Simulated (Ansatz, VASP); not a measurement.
# Ge2BiO2: VASP beside Ansatz

```
CELL_PARAMETERS angstrom
4.08914 0.00000 0.00000
0.00000 4.08914 0.00000
0.00000 0.00000 5.62840
ATOMIC_POSITIONS crystal
Ge 0.50000 0.00000 0.10544
Ge 0.00000 0.50000 0.10544
Bi 0.50000 0.50000 0.61693
O 0.50000 0.00000 0.44061
O 0.00000 0.50000 0.44061
```

Alike in both runs: functional PBE; k mesh 10 × 10 × 8; occupations gaussian, width 0.1 eV; no spin polarisation.

Ansatz relaxed the structure, and its values are those at the end. VASP's run is a single point on that final structure, the one shown.

```csv
,VASP,Ansatz
version,VASP 6.6.1,Ansatz 0.2.0
potentials or method,"VASP PAW PBE potentials, release 64 (Ge_d, Bi_d, O), cutoff 520 eV","scalar-relativistic, plane waves, PAW"
valence electrons in the cell,55,55
```

VASP gave:

| Item | Value |
| --- | --- |
| gap on the k mesh at the Fermi level (eV) | none |
| pressure (GPa) | 0.1 |
| rms of the force components (eV/Å) | 0.015 |

Q: Which values does Ansatz return?

A: gap on the k mesh at the Fermi level (eV): none; pressure (GPa): 0.0; rms of the force components (eV/Å): 0.004.

A gap of «none» marks a metal or a gap that the smearing closes.

Spin-orbit coupling is off throughout.
